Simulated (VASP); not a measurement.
# CoO: single point with PBE

The system is CoO.

```
Co O
1.0
     3.19765    0.00000    0.00000
    -1.59882    2.76924    0.00000
     0.00000    0.00000    5.22871
Co O
2 2
Cartesian
  0.0000 0.0000 0.0182
  0.0000 1.8462 2.6319
  0.0000 0.0000 1.9430
  0.0000 1.8462 4.5571
```

- Program: VASP 6.6.1
- Task: single point
- Functional: PBE
- Potentials or basis: VASP PAW PBE potentials, release 64 (Co, O)
- Cutoff: 520 eV
- k mesh: 12 × 12 × 8
- Occupations: gaussian, width 0.01 eV
- Spin: collinear spin, antiferromagnetic start
- Starting moments: [-2.35, 2.35, 0.17, -0.17] μB

The pressure is -0.4 GPa. The largest force is 0.196 eV/Å and the band gap on the k mesh is 0.13 eV (least direct gap 0.22 eV). The net moment is 0.00 μB per cell and the site moments are Co -2.30, +2.30; O +0.15, -0.15 μB. The valence electrons inside the program's atomic spheres are Co 7.99; O 4.99.

Forces in eV/Å, atoms in the order of the input:
```
Co   0.000  0.000  0.189
Co   0.000  0.000  0.196
O    0.000  0.000 -0.193
O    0.000  0.000 -0.192
```

Stress tensor (GPa, compression positive):
```
-0.63  0.00  0.00
 0.00 -0.63  0.00
 0.00  0.00  0.00
```

Levels at points of the mesh, in eV from the valence-band top:
Spin up:
| k point | band 13 | band 14 | band 15 | band 16 | band 17 | band 18 |
| --- | --- | --- | --- | --- | --- | --- |
| (0.00, 0.00, 0.00) | -1.03 | -0.07 | -0.07 | 0.27 | 1.67 | 2.14 |
| (0.50, 0.00, 0.00) | -1.42 | -0.36 | -0.11 | 0.13 | 0.86 | 1.39 |
| (0.00, 0.00, 0.50) | -1.00 | -0.03 | -0.03 | 1.01 | 2.01 | 2.01 |
| (0.50, 0.00, 0.50) | -1.31 | -0.42 | -0.31 | 0.27 | 1.00 | 1.29 |
Spin down:
```csv
k point,band 12,band 13,band 14,band 15,band 16,band 17,band 18,band 19
"(0.00, 0.00, 0.00)",-1.03,-1.03,-0.07,-0.07,0.27,1.67,2.14,2.14
"(0.50, 0.00, 0.00)",-1.81,-1.41,-0.36,-0.11,0.13,0.86,1.39,5.83
"(0.00, 0.00, 0.50)",-1.00,-1.00,-0.03,-0.03,1.01,2.01,2.01,2.66
"(0.50, 0.00, 0.50)",-1.46,-1.31,-0.42,-0.31,0.27,1.00,1.29,5.46
```

Run time: 7.7 min on 1 thread of Oxide Virtual Turin-like Processor, with other jobs on the host, peak memory 0.32 GiB.

Caveat: semilocal functionals underestimate gaps, and a narrow one can read as zero. A k mesh can miss the band edges.
